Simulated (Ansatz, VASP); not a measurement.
# One calculation of NaF, two programs

File POSCAR:

```
NaF
1.0
    2.7934852186      0.0000000000      0.0000000000
    0.0000000000      2.7934852186      0.0000000000
    0.0000000000      0.0000000000      2.7934852186
Na F
1 1
Direct
    0.0000000000      0.0000000000      0.0000000000
    0.5000000000      0.5000000000      0.5000000000
```

File INCAR.step1:

```
SYSTEM = NaF
PREC = Accurate
ENCUT = 520
ISMEAR = 0
SIGMA = 0.01
LREAL = .FALSE.
LASPH = .TRUE.
NELM = 80
NBANDS = 14
GGA = PE
ALGO = Normal
EDIFF = 1E-4
LWAVE = .TRUE.
LCHARG = .FALSE.
```

File INCAR.step2:

```
SYSTEM = NaF
PREC = Accurate
ENCUT = 520
EDIFF = 1E-6
ISMEAR = 0
SIGMA = 0.01
LREAL = .FALSE.
LASPH = .TRUE.
NELM = 80
ALGO = Normal
ISIF = 2
LWAVE = .FALSE.
LCHARG = .FALSE.
METAGGA = R2SCAN
LMIXTAU = .TRUE.
NBANDS = 14
ISTART = 1
```

The input KPOINTS:

```
Automatic mesh
0
G
  6 6 6
  0 0 0
```

Input for Ansatz:

```yaml
crystal:
  lattice:
    - [2.7934852186, 0.0, 0.0]
    - [0.0, 2.7934852186, 0.0]
    - [0.0, 0.0, 2.7934852186]
  atoms:
    - { symbol: Na, position: [0.0, 0.0, 0.0] }
    - { symbol: F, position: [0.5, 0.5, 0.5] }
kpoints:
  mp_grid: { grid: [6, 6, 6] }
hamiltonian:
  xc: r2scan
scf:
  occupations: { method: fixed }
  n_extra_bands: 4
output:
  forces: true
  stress: true
  eigenvalues: true
```

Alike in both runs: task single point; functional r2SCAN; k mesh 6 × 6 × 6; no spin polarisation.

```csv
,VASP,Ansatz
version,VASP 6.6.1,Ansatz 0.2.0
potentials or method,"VASP PAW PBE potentials, release 64 (Na_pv, F)",plane waves
plane-wave cutoff (eV),520,500
occupations,"gaussian, width 0.01 eV",fixed
valence electrons in the cell,14,16
```

VASP gave:

| Property | Result |
| --- | --- |
| gap on the k mesh at the Fermi level (eV) | 7.12 |
| pressure (GPa) | -0.8 |

Task: What did Ansatz give for the same quantities?

Result: gap on the k mesh at the Fermi level (eV): 7.06; pressure (GPa): 0.0.

VASP's potentials were made for PBE, not for r2SCAN. VASP's potentials hold 14 valence electrons a cell and Ansatz's 16, so a difference there can come from the potentials and not from the codes.
